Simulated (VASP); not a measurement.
# SiSn5: single point with PBE

The system is SiSn5.

```
Si Sn
1.0
     4.59420    0.00000    0.00000
    -2.29710    3.97869    0.00000
     0.00000    0.00000   22.40352
Si Sn
2 10
Direct
  0.33333 0.66667 0.01194
  0.66667 0.33333 0.98806
  0.33333 0.66667 0.12963
  0.66667 0.33333 0.87037
  0.00000 0.00000 0.82462
  0.00000 0.00000 0.69687
  0.00000 0.00000 0.17538
  0.00000 0.00000 0.30313
  0.66667 0.33333 0.34908
  0.66667 0.33333 0.47706
  0.33333 0.66667 0.65092
  0.33333 0.66667 0.52294
```

| Quantity | Value |
| --- | --- |
| Program | VASP 6.6.1 |
| Task | single point |
| Functional | PBE |
| Potentials or basis | VASP PAW PBE potentials, release 64 (Si, Sn_d) |
| Cutoff | 520 eV |
| k mesh | 4 × 4 × 1 |
| Occupations | gaussian, width 0.2 eV |
| Spin | no spin polarisation |
| Dipole correction | no |
| Further INCAR settings | ALGO = Fast; EDIFF = 1e-06; NBANDS = 86 |

The pressure is 0.0 GPa, the largest force is 0.027 eV/Å and the band gap on the k mesh is zero (band 74 reaches 4.94 eV, above the bottom of band 75 at 4.88 eV).

Forces in eV/Å, atoms in the order of the input:
```
Si   0.000  0.000 -0.009
Si   0.000  0.000  0.009
Sn   0.000  0.000 -0.004
Sn   0.000  0.000  0.004
Sn   0.000  0.000  0.015
Sn   0.000  0.000 -0.011
Sn   0.000  0.000 -0.015
Sn   0.000  0.000  0.011
Sn   0.000  0.000 -0.016
Sn   0.000  0.000  0.027
Sn   0.000  0.000  0.016
Sn   0.000  0.000 -0.027
```

Stress tensor (GPa, compression positive):
```
-0.05  0.00  0.00
 0.00 -0.05  0.00
 0.00  0.00  0.04
```

Levels at points of the mesh, in eV from the Fermi level:
| k point | band 70 | band 71 | band 72 | band 73 | band 74 | band 75 | band 76 | band 77 | band 78 | band 79 |
| --- | --- | --- | --- | --- | --- | --- | --- | --- | --- | --- |
| (0.00, 0.00, 0.00) | -0.18 | -0.18 | -0.07 | -0.07 | 0.06 | 0.30 | 0.30 | 0.41 | 0.55 | 0.72 |
| (0.50, 0.00, 0.00) | -1.82 | -1.33 | -1.25 | -0.99 | -0.86 | 0.00 | 0.48 | 0.95 | 1.22 | 1.33 |

It took 3 min on 1 thread of Intel(R) Xeon(R) Platinum 8488C (Sapphire Rapids) (shared host), peak memory 0.51 GiB.

Caveat: the k points lie up to 0.39 Å⁻¹ apart; spin-orbit coupling is left out, which moves the levels of the heavy elements.
